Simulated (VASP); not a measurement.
# KI (Pm-3m) in VASP: further runs

The runs below take KI through relaxation of cell and atoms, single point, with HSE06, r2SCANh.

Everything below comes from runs of VASP 6.6.1. Logs are shortened: lines on timing, memory, paths and dates and some standing lists are left out, and cuts for length are marked.

## 1. The cell of the first run

The structure is cubic, space group Pm-3m (No. 221). Conventional cell: a = 4.291 Å, b = 4.291 Å, c = 4.291 Å, α = 90.00°, β = 90.00°, γ = 90.00°. K (site symmetry m-3m) has 8 I at 3.72 Å and 6 K at 4.29 Å within 4.9 Å. I (site symmetry m-3m) has 8 K at 3.72 Å and 6 I at 4.29 Å within 4.9 Å.

## 2. Relaxation of cell and atoms, HSE06

The input, POSCAR:

```
KI
1.0
    4.2910851989      0.0000000000      0.0000000000
    0.0000000000      4.2910851989      0.0000000000
    0.0000000000      0.0000000000      4.2910851989
K I
1 1
Direct
    0.0000000000      0.0000000000      0.0000000000
    0.5000000000      0.5000000000      0.5000000000
```

The input, INCAR.step1:

```
SYSTEM = KI
PREC = Accurate ; ENCUT = 600
EDIFF = 1E-5 ; ISMEAR = -1
SIGMA = 0.02 ; LREAL = .False.
LASPH = .True. ; NELM = 60
ALGO = Normal ; LWAVE = .True.
LCHARG = .False. ; GGA = PE
NBANDS = 15
```

The input, INCAR.step2:

```
SYSTEM = KI
PREC = Accurate ; ENCUT = 600
EDIFF = 1E-7 ; ISMEAR = -1
SIGMA = 0.02 ; LREAL = .False.
LASPH = .True. ; NELM = 60
ALGO = Normal ; ISIF = 3
LWAVE = .False. ; LCHARG = .False.
GGA = PE ; LHFCALC = .True.
HFSCREEN = 0.2079 ; PRECFOCK = Normal
IBRION = 2 ; NSW = 80
EDIFFG = -0.005 ; ISTART = 1
```

The input, KPOINTS:

```
Automatic mesh
0
Gamma
  4 4 4
  0 0 0
```

Potentials or basis: VASP PAW PBE potentials, release 64 (K_sv, I).

Started as:

```bash
> cat potpaw_PBE.64/K_sv/POTCAR potpaw_PBE.64/I/POTCAR > POTCAR
> cp INCAR.step1 INCAR
> mpirun -np 1 vasp_std > vasp.out
> cp INCAR.step2 INCAR
> mpirun -np 1 vasp_std > vasp.out
```

OUTCAR:

```text
SYSTEM = KI
   PREC = Accurate
   ENCUT = 600
   EDIFF = 1E-7
   ISMEAR = -1
   LREAL = .False.
   LASPH = .True.
   NELM = 60
   ISIF = 3
   GGA = PE
   LHFCALC = .True.
   HFSCREEN = 0.2079
   PRECFOCK = Normal
   IBRION = 2
   NSW = 80
   EDIFFG = -0.005
   ISTART = 1

 ion  position               nearest neighbor table
   1  0.000  0.000  0.000-
   2  0.500  0.500  0.500-

  LATTYP: Found a simple cubic cell.
 ALAT       =     4.2910851989

  Lattice vectors:

 A1 = (   4.2910851989,   0.0000000000,   0.0000000000)
 A2 = (   0.0000000000,   4.2910851989,   0.0000000000)
 A3 = (   0.0000000000,   0.0000000000,   4.2910851989)

Analysis of symmetry for initial positions (statically):
=====================================================================
 Subroutine PRICEL returns:
 Original cell was already a primitive cell.

 Routine SETGRP: Setting up the symmetry group for a
 simple cubic supercell.

 Subroutine GETGRP returns: Found 48 space group operations
 (whereof 48 operations were pure point group operations)
 out of a pool of 48 trial point group operations.

The static configuration has the point symmetry O_h .

Analysis of symmetry for dynamics (positions and initial velocities):
=====================================================================
 Subroutine PRICEL returns:
 Original cell was already a primitive cell.

 Routine SETGRP: Setting up the symmetry group for a
 simple cubic supercell.

 Subroutine GETGRP returns: Found 48 space group operations
 (whereof 48 operations were pure point group operations)
 out of a pool of 48 trial point group operations.

The dynamic configuration has the point symmetry O_h .

 Subroutine INISYM returns: Found 48 space group operations
 (whereof 48 operations are pure point group operations),
 and found     1 'primitive' translations

----------------------------------------------------------------------------------------

                                     Primitive cell

  volume of cell :      79.0135

  direct lattice vectors                    reciprocal lattice vectors
     4.291085199  0.000000000  0.000000000     0.233041283  0.000000000  0.000000000
     0.000000000  4.291085199  0.000000000     0.000000000  0.233041283  0.000000000
     0.000000000  0.000000000  4.291085199     0.000000000  0.000000000  0.233041283

  length of vectors
     4.291085199  4.291085199  4.291085199     0.233041283  0.233041283  0.233041283

  position of ions in fractional coordinates (direct lattice)
     0.000000000  0.000000000  0.000000000
     0.500000000  0.500000000  0.500000000

  ion indices of the primitive-cell ions
   primitive index   ion index
                 1           1
                 2           2

----------------------------------------------------------------------------------------

 KPOINTS: Automatic mesh

Automatic generation of k-mesh.
 Grid dimensions read from file:
 generate k-points for:    4    4    4

 Generating k-lattice:

  Cartesian coordinates                     Fractional coordinates (reciprocal lattice)
     0.058260321  0.000000000  0.000000000     0.250000000  0.000000000  0.000000000
     0.000000000  0.058260321  0.000000000     0.000000000  0.250000000  0.000000000
     0.000000000  0.000000000  0.058260321     0.000000000  0.000000000  0.250000000

  Length of vectors
     0.058260321  0.058260321  0.058260321

  Shift w.r.t. Gamma in fractional coordinates (k-lattice)
     0.000000000  0.000000000  0.000000000

 Subroutine IBZKPT returns following result:
 ===========================================

 Found     10 irreducible k-points:

 Following reciprocal coordinates:
            Coordinates               Weight
  0.000000  0.000000  0.000000      1.000000
  0.250000  0.000000  0.000000      6.000000
  0.500000  0.000000  0.000000      3.000000
  0.250000  0.250000  0.000000     12.000000
  0.500000  0.250000  0.000000     12.000000
  0.500000  0.500000  0.000000      3.000000
  0.250000  0.250000  0.250000      8.000000
  0.500000  0.250000  0.250000     12.000000
  0.500000  0.500000  0.250000      6.000000
  0.500000  0.500000  0.500000      1.000000
   k-points           NKPTS =     10   k-points in BZ     NKDIM =     64   number of bands    NBANDS=     12
   number of dos      NEDOS =    301   number of ions     NIONS =      2
   total plane-waves  NPLWV =  46656
   dimension x,y,z NGX =    36 NGY =   36 NGZ =   36
   dimension x,y,z NGXF=    72 NGYF=   72 NGZF=   72
   ions per type =               1   1
   NGX,Y,Z   is equivalent  to a cutoff of  13.95, 13.95, 13.95 a.u.
   NGXF,Y,Z  is equivalent  to a cutoff of  27.89, 27.89, 27.89 a.u.
 SYSTEM =  KI
   PREC   = accura    normal or accurate (medium, high low for compatibility)
   ISTART =      1    job   : 0-new  1-cont  2-samecut
   ICHARG =      0    charge: 1-file 2-atom 10-const
   ISPIN  =      1    spin polarized calculation?
   LNONCOLLINEAR =      F non collinear calculations
   LSORBIT =      F    spin-orbit coupling
   LASPH  =      T    aspherical Exc in radial PAW
   ENCUT  =  600.0 eV  44.10 Ry    6.64 a.u.   8.57  8.57  8.57*2*pi/ulx,y,z
   NELM   =     60;   NELMIN=  2; NELMDL=  0     # of ELM steps
   EDIFF  = 0.1E-06   stopping-criterion for ELM
   LREAL  =      F    real-space projection
   EDIFFG = -.5E-02   stopping-criterion for IOM
   NSW    =     80    number of steps for IOM
   IBRION =      2    ionic relax: 0-MD 1-quasi-New 2-CG
   NFREE  =      1    steps in history (QN), initial steepest desc. (CG)
   ISIF   =      3    stress and relaxation
   ISYM   =      3    0-nonsym 1-usesym 2-fastsym
   POTIM  = 0.5000    time-step for ionic-motion
   TEBEG  =    0.0;   TEEND  =   0.0 temperature during run
   PSTRESS=    0.0 pullay stress
   NELECT =      16.0000    total number of electrons
   NUPDOWN=      -1.0000    fix difference up-down
   EMIN   =  10.00;   EMAX   =-10.00  energy-range for DOS
   EFERMI =   0.00;   METHOD = LEGACY
   ISMEAR =    -1;   SIGMA  =   0.02  broadening in eV -4-tet -1-fermi 0-gaus
   EFERMI_NEDOS =   21; number of points for ismear=-14 and -15
   IALGO  =     38    algorithm
   IMIX   =      1    mixing-type and parameters
     AMIX     =   0.40;   BMIX     =  1.00
     AMIX_MAG =   1.60;   BMIX_MAG =  1.00
  volume/ion in A,a.u.               =      39.51       266.60
  Fermi-wavevector in a.u.,A,eV,Ry     =   0.961349  1.816686 12.574391  0.924192
  Thomas-Fermi vector in A             =   2.090713
   LORBIT       =      0    0 simple, 1 ext, 2 COOP (PROOUT), +10 PAW based schemes
   GGA     = PE    functional components
   LHFCALC =     T    Hartree Fock is set to
   PRECFOCK=normal    Normal, Fast or Accurate (Low or Medium for compatibility)
   ENCUT4O =  -1.0   cutoff for four orbital integrals eV
   NKREDX  =     1    reduce k-point grid by
   NKREDY  =     1    reduce k-point grid by
   NKREDZ  =     1    reduce k-point grid by
   AEXX    =    0.2500 exact exchange contribution
   HFSCREEN=    0.2079 screening length (either q_TF or 0.3 A-1)
   HFSCREENC=   0.2079 screening length for correlation (either q_TF or 0.3 A-1)
   ENCUTFOCK=  -1.0 apply spherical cutoff to Coloumb kernel
   IVDW    =     0    specifies the selected vdW correction
   LEPSILON=     F    determine dielectric tensor
   LRPA    =     F    only Hartree local field effects (RPA)
 conjugate gradient relaxation of ions
 non-spin polarized calculation
  energy-cutoff  :      600.00
  volume of cell :       79.01
 maximum number of plane-waves:      2666
 NGX is ok and might be reduce to    36
  NGX = 28; NGY = 28; NGZ = 28

--------------------------------------- Ionic step        1  -------------------------------------------

 number of electron      16.0000001 magnetization

 Free energy of the ion-electron system (eV)
  ---------------------------------------------------
  ext. energy  EPLUGINS =         0.00000000
  ---------------------------------------------------
  free energy    TOTEN  =        -6.25683105 eV

  energy without entropy =       -6.25683105  energy(sigma->0) =       -6.25683105

------------------------ aborting loop because EDIFF is reached ----------------------------------------

  FORCE on cell =-STRESS in cart. coord.  units (eV):
  Direction    XX          YY          ZZ          XY          YZ          ZX
  --------------------------------------------------------------------------------------
  -------------------------------------------------------------------------------------
  Total        0.1543665      0.1543665      0.1543665     -0.0000000     -0.0000000      0.0000000
  in kB        3.1301285      3.1301285      3.1301285     -0.0000000     -0.0000000      0.0000000
  external PRESSURE =       3.1301285 kB  Pullay stress =       0.0000000 kB
[... 93 lines left out ...]
  energy  without entropy=       -6.2585209525  energy(sigma->0) =       -6.25852095

--------------------------------------- Ionic step        4  -------------------------------------------

 number of electron      16.0000002 magnetization

 Free energy of the ion-electron system (eV)
  ---------------------------------------------------
  ext. energy  EPLUGINS =         0.00000000
  ---------------------------------------------------
  free energy    TOTEN  =        -6.25853140 eV

  energy without entropy =       -6.25853140  energy(sigma->0) =       -6.25853140

 E-fermi :   0.5420     XC(G=0):  -6.3912

 val. band max:        0.0662504748   @ k =   0.5000   0.5000   0.0000
 cond. band min:       4.3052484948   @ k =   0.0000   0.0000   0.0000
 fundamental gap:      4.2389980200
 Fermi energy:         0.5419737017

 k-point     1 :       0.0000    0.0000    0.0000
  band No.  band energies     occupation
      1     -31.7335      2.00000
      2     -13.8318      2.00000
      3     -13.8318      2.00000
      4     -13.8318      2.00000
      5     -11.9807      2.00000
      6      -0.3114      2.00000
      7      -0.3114      2.00000
      8      -0.3114      2.00000
      9       4.3052      0.00000
     10       5.8961      0.00000
     11       5.8961      0.00000
     12       9.8488      0.00000
[... 162 lines left out ...]
  FREE ENERGIE OF THE ION-ELECTRON SYSTEM (eV)
  ---------------------------------------------------
  free  energy   TOTEN  =        -6.2585314018 eV

  energy  without entropy=       -6.2585314018  energy(sigma->0) =       -6.25853140

 reached required accuracy - stopping structural energy minimisation
```

It took 84 min on 1 thread of Intel Xeon 8259CL, shared host; peak memory 0.32 GiB.

What came out:

```yaml
Free_energy: -6.2585 eV
Relaxed_volume: 40.40 Å³/atom
Relaxed_cell: a = 4.323 Å, b = 4.323 Å, c = 4.323 Å, α = 90.00°, β = 90.00°, γ = 90.00°
Space_group_after_relaxing_to_0.1_Å: Pm-3m (No. 221)
Energy_gained_by_relaxing: 0.9 meV/atom
Ionic_steps: 4
Pressure_after_relaxing: 0.0 GPa
Band_gap_on_the_k_mesh: 4.24 eV (least direct gap 4.62 eV)
```

Step by step:
| step | energy change (eV) | largest force (eV/Å) | pressure (GPa) | volume (Å³) |
| --- | --- | --- | --- | --- |
| 1 | 0.0000 | 0.0000 | 0.31 | 79.01 |
| 2 | -0.0013 | 0.0000 | 0.15 | 79.90 |
| 3 | -0.0017 | 0.0000 | -0.02 | 80.95 |
| 4 | -0.0017 | 0.0000 | 0.00 | 80.81 |

Final structure:
```
CELL_PARAMETERS angstrom
4.32331 0.00000 0.00000
0.00000 4.32331 0.00000
0.00000 0.00000 4.32331
ATOMIC_POSITIONS crystal
K 0.00000 0.00000 0.00000
I 0.50000 0.50000 0.50000
```

Levels at points of the mesh, in eV from the valence-band top:
| k point | band 4 | band 5 | band 6 | band 7 | band 8 | band 9 | band 10 | band 11 | band 12 |
| --- | --- | --- | --- | --- | --- | --- | --- | --- | --- |
| (0.00, 0.00, 0.00) | -13.90 | -12.05 | -0.38 | -0.38 | -0.38 | 4.24 | 5.83 | 5.83 | 9.78 |
| (0.50, 0.00, 0.00) | -13.89 | -11.73 | -2.36 | -0.28 | -0.28 | 6.42 | 7.40 | 8.08 | 8.09 |
| (0.50, 0.50, 0.00) | -13.88 | -11.68 | -1.79 | -1.79 | 0.00 | 4.90 | 6.79 | 8.02 | 8.02 |
| (0.50, 0.50, 0.50) | -13.96 | -11.49 | -1.71 | -1.71 | -1.71 | 6.58 | 6.58 | 6.58 | 10.23 |

Caveat: the PAW data sets were made with another functional, which shifts forces and pressure a little; spin-orbit coupling is left out, which moves the levels of the heavy elements.

(Part 1 of 2 ends here.)
